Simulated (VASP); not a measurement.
Input of a VASP 6.6.1 run:

The input INCAR:

```
PREC = Accurate
ENCUT = 750
EDIFF = 1E-6
ISMEAR = 0
SIGMA = 0.01
LREAL = False
LASPH = True
NELM = 120
ALGO = Normal
ISIF = 2
LWAVE = False
LCHARG = False
GGA = PE
NBANDS = 13
GGA_COMPAT = False
```

Contents of KPOINTS:

```
Automatic mesh
0
Gamma
  6 6 6
```

POSCAR

```
Li2S
1.0
    0.0000000000      2.8452942165      2.8452942165
    2.8452942165      0.0000000000      2.8452942165
    2.8452942165      2.8452942165      0.0000000000
S Li
1 2
Direct
    0.0000000000      0.0000000000      0.0000000000
    0.2500000000      0.2500000000      0.2500000000
    0.7500000000      0.7500000000      0.7500000000
```

Potentials or basis: VASP PAW PBE potentials, release 64 (S, Li_sv).

Launch:

```console
$ cat potpaw_PBE.64/S/POTCAR potpaw_PBE.64/Li_sv/POTCAR > POTCAR
$ mpirun -np 1 vasp_std > vasp.out
```

(1) What does it give for the pressure?

(2) Predict the band gap on the k mesh.

## Answers

(1) 0.2 GPa.

(2) 3.39 eV (least direct gap 4.29 eV).
